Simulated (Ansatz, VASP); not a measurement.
## One calculation of SrO, two programs

File INCAR:

```
SYSTEM = SrO
PREC     = Accurate       ! precision mode
ENCUT    = 600            ! plane-wave cutoff, eV
EDIFF    = 1E-6           ! SCF threshold, eV
ISMEAR   = 0              ! smearing method
SIGMA    = 0.01           ! smearing width, eV
LREAL    = .FALSE.        ! projectors in reciprocal space
LASPH    = .TRUE.         ! aspherical terms in the spheres
NELM     = 120            ! most SCF steps
ALGO     = Normal         ! electronic algorithm
ISIF     = 2              ! what is computed and relaxed
LWAVE    = .FALSE.        ! write WAVECAR
LCHARG   = .FALSE.        ! write CHGCAR
GGA      = PE             ! functional
NBANDS   = 15             ! bands
GGA_COMPAT= .FALSE.
```

Contents of KPOINTS:

```
Automatic mesh
0
G
  4 4 4
  0 0 0
```

The input POSCAR:

```
SrO
1.0
    0.0000000000      2.5798923271      2.5798923271
    2.5798923271      0.0000000000      2.5798923271
    2.5798923271      2.5798923271      0.0000000000
Sr O
1 1
Direct
    0.0000000000      0.0000000000      0.0000000000
    0.5000000000      0.5000000000      0.5000000000
```

Input for Ansatz:

```yaml
crystal:
  lattice:
    - [0.0, 2.5798923271, 2.5798923271]
    - [2.5798923271, 0.0, 2.5798923271]
    - [2.5798923271, 2.5798923271, 0.0]
  atoms:
    - { symbol: Sr, position: [0.0, 0.0, 0.0] }
    - { symbol: O, position: [0.5, 0.5, 0.5] }
kpoints:
  mp_grid: { grid: [4, 4, 4] }
hamiltonian:
  xc: pbe
scf:
  occupations: { method: fixed }
  n_extra_bands: 4
output:
  forces: true
  stress: true
  eigenvalues: true
```

Alike in both runs: task single point; functional PBE; k mesh 4 × 4 × 4; no spin polarisation.

|  | VASP | Ansatz |
| --- | --- | --- |
| version | VASP 6.6.1 | Ansatz 0.2.0 |
| potentials or method | VASP PAW PBE potentials, release 64 (Sr_sv, O) | plane waves |
| plane-wave cutoff (eV) | 600 | 420 |
| occupations | gaussian, width 0.01 eV | fixed |
| valence electrons in the cell | 16 | 16 |

```csv
,VASP,Ansatz,Ansatz less VASP
gap on the k mesh at the Fermi level (eV),3.27,3.31,+0.047
pressure (GPa),2.3,1.8,-0.47
```

The k mesh is coarse, so the values compare programs but aren't converged.
